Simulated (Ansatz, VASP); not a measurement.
# P: VASP beside Ansatz

```xyz
4
Lattice="3.2837 0.0000 0.0000 0.0000 34.8570 0.0000 0.0000 0.0000 4.6321" Properties=species:S:1:pos:R:3 pbc="T T T"
P     1.6419   33.8204    4.2052
P     1.6419    1.0366    0.4268
P     0.0000    1.0366    1.8892
P     0.0000   33.8204    2.7429
```

Alike in both runs: task single point; functional LDA; k mesh 8 × 1 × 6; occupations fermi-dirac, width 0.05 eV; no spin polarisation.

|  | VASP | Ansatz |
| --- | --- | --- |
| version | VASP 6.6.1 | Ansatz 0.2.0 |
| potentials or method | VASP PAW LDA potentials, release 64 (P), cutoff 520 eV | all-electron LAPW, scalar-relativistic |

Ansatz gave:

* gap on the k mesh at the Fermi level (eV): 0.85
* least direct gap on the mesh (eV): 0.85
* rms of the force components (eV/Å): 0.100

**Question.** Estimate VASP's values.

**Answer.** gap on the k mesh at the Fermi level (eV): 0.85; least direct gap on the mesh (eV): 0.85; rms of the force components (eV/Å): 0.087.

LDA's correlation is that of Perdew and Zunger in VASP and of Perdew and Wang (1992) in Ansatz. Atom by atom the forces differ by 0.025 eV/Å (rms over components). Ansatz ran all-electron here, and VASP with PAW potentials.
